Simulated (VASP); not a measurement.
Set up this calculation in VASP 6.6.1, as the native input.

| Quantity | Value |
| --- | --- |
| Task | relaxation of cell and atoms |
| Functional | PBE |
| Potentials or basis | VASP PAW PBE potentials, release 64 (Ta_pv, C) |
| Cutoff | 600 eV |
| k mesh | 6 × 6 × 6 |
| Occupations | gaussian, width 0.1 eV |
| Spin | no spin polarisation |
| Dipole correction | no |
| Further INCAR settings | ALGO = Normal; EDIFF = 1e-06; IBRION = 2; EDIFFG = -0.04; NSW = 90; ISIF = 3 |

The structure of TaC3 lies in POSCAR:

```
TaC3
1.0
    2.2191109440     -2.7703144292      0.0000000000
    2.2191109440      2.7703144292      0.0000000000
    0.0000000000      0.0000000000      2.9938522166
Ta C
1 3
Direct
    0.0000000000      0.0000000000      0.0000000000
    0.5000000000      0.5000000000      0.0000000000
    0.0000000000      0.5000000000      0.5000000000
    0.5000000000      0.0000000000      0.5000000000
```

The cell was built from a structure type or drawn by symmetry, and may not be a known phase.

One way to write it, as run:

INCAR

```
  ALGO = Normal
  EDIFF = 1E-6
  EDIFFG = -0.04
  ENCUT = 600
  GGA = PE
  IBRION = 2
  ISIF = 3
  ISMEAR = 0
  LASPH = True
  LCHARG = False
  LREAL = False
  LWAVE = False
  NELM = 60
  NSW = 90
  PREC = Accurate
  SIGMA = 0.1
```

KPOINTS

```
k-points
0
Gamma
  6 6 6
```

Potentials or basis: VASP PAW PBE potentials, release 64 (Ta_pv, C).

Command:

```console
$ cat potpaw_PBE.64/Ta_pv/POTCAR potpaw_PBE.64/C/POTCAR > POTCAR
$ mpirun -np 1 vasp_std > vasp.out
```

Results of the run:

```yaml
Relaxed_volume: 9.31 Å³/atom
Relaxed_cell: a = 3.618 Å, b = 3.618 Å, c = 2.954 Å, α = 90.00°, β = 90.00°, γ = 105.74°
Space_group_after_relaxing_to_0.1_Å: Cmmm (No. 65)
Energy_gained_by_relaxing: 6.4 meV/atom
Ionic_steps: 8
Pressure_after_relaxing: -0.2 GPa
Band_gap_on_the_k_mesh: zero (an odd number of electrons rules out a gap without spin polarisation)
```

Caveat: spin-orbit coupling is left out, which moves the levels of the heavy elements.

It took 52 s on 1 thread of Intel(R) Xeon(R) 6975P-C (Granite Rapids), with other jobs on the host, peak memory 0.18 GiB.
